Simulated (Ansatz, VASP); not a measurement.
Hg in VASP and in Ansatz

The input INCAR:

```
PREC = Accurate
ENCUT = 520
EDIFF = 1E-8
ISMEAR = -1
SIGMA = 0.05
LREAL = False
LASPH = True
NELM = 80
ALGO = Normal
ISIF = 2
LWAVE = False
LCHARG = False
GGA = PS
LEFG = True
NBANDS = 25
```

The input KPOINTS:

```
Automatic mesh
0
Gamma
  8 8 9
```

POSCAR

```
Hg
1.0
    4.5400020208      0.0000000000      0.0000000000
   -2.2700010104      3.9317570832      0.0000000000
    0.0000000000      0.0000000000      3.8313000000
Hg
3
Direct
    0.3333333333      0.6666666667      0.5000000000
    0.0000000000      0.0000000000      0.0000000000
    0.6666666667      0.3333333333      0.5000000000
```

Input for Ansatz:

```yaml
crystal:
  lattice:
    - [4.5400020208, 0.0, 0.0]
    - [-2.2700010104, 3.9317570832, 0.0]
    - [0.0, 0.0, 3.8313]
  atoms:
    - { symbol: Hg, position: [0.3333333333, 0.6666666667, 0.5] }
    - { symbol: Hg, position: [0.0, 0.0, 0.0] }
    - { symbol: Hg, position: [0.6666666667, 0.3333333333, 0.5] }
kpoints:
  mp_grid: { grid: [8, 8, 9] }
scf:
  occupations: { method: fermi_dirac, width: 0.05 }
hamiltonian:
  xc: pbesol
  pseudopotentials: { kind: all_electron, datasets: crystal }
output:
  forces: true
  stress: true
  eigenvalues: true
  efg: { contact_densities: true }
```

Change from the starting cell: zz strain of -1 %, crystal datasets.

Alike in both runs: task electric field gradients; functional PBEsol; k mesh 8 × 8 × 9; occupations fermi-dirac, width 0.05 eV; no spin polarisation.

```csv
,VASP,Ansatz
version,VASP 6.6.1,Ansatz 0.2.0
potentials or method,"VASP PAW PBE potentials, release 64 (Hg), cutoff 520 eV","all-electron PAW with datasets made for the crystal, scalar-relativistic"
```

```tsv
	VASP	Ansatz	Ansatz less VASP
pressure (GPa)	9.0	8.2	-0.84
traceless stress, the component that is largest in VASP (GPa)	-8.87	-8.29	+0.583
size of Vzz on the site where it differs most (V/Å²)	337.7	255.1	-82.67
```

VASP's potentials were made for PBE, not for PBEsol. Ansatz ran all-electron here, and VASP with PAW potentials.

Neither program's run includes spin-orbit coupling.
